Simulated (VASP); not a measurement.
HfB2: single point with PBEsol

HfB2:

```
Hf B
1.0
     3.09756    0.00000    0.00000
    -1.54878    2.68257    0.00000
     0.00000    0.00000    3.43297
Hf B
1 2
Direct
  0.00000 0.00000 0.00000
  0.33333 0.66667 0.50000
  0.66667 0.33333 0.50000
```

* Program: VASP 6.6.1
* Task: single point
* Functional: PBEsol
* Potentials or basis: VASP PAW PBE potentials, release 64 (Hf_pv, B)
* Cutoff: 520 eV
* k mesh: 10 × 10 × 8
* Occupations: fermi-dirac, width 0.1 eV
* Spin: no spin polarisation

The pressure is 6.6 GPa. The band gap on the k mesh is zero (band 8 reaches 8.46 eV, above the bottom of band 9 at 7.60 eV).

Stress tensor (GPa, compression positive):
```
7.26 0.00 0.00
0.00 7.26 0.00
0.00 0.00 5.17
```

Levels at points of the mesh, in eV from the Fermi level:
```csv
k point,band 5,band 6,band 7,band 8,band 9,band 10,band 11,band 12
"(0.00, 0.00, 0.00)",-3.06,-2.88,-2.88,-2.64,4.29,4.29,4.98,4.98
"(0.50, 0.00, 0.00)",-8.93,-4.19,-3.36,-2.93,2.32,2.91,5.99,6.10
"(0.00, 0.00, 0.50)",-8.45,-1.08,-1.08,0.39,0.39,1.10,1.10,2.40
"(0.50, 0.00, 0.50)",-7.43,-5.02,-4.78,-2.47,4.36,4.45,6.67,7.71
```

It took 17 s on 1 thread of Intel(R) Xeon(R) Platinum 8259CL CPU @ 2.50GHz (Skylake/Cascade Lake), with other jobs on the host, peak memory 0.16 GiB.

Caveat: the PAW data sets were made with another functional, which shifts forces and pressure a little; spin-orbit coupling is left out, which moves the levels of the heavy elements.
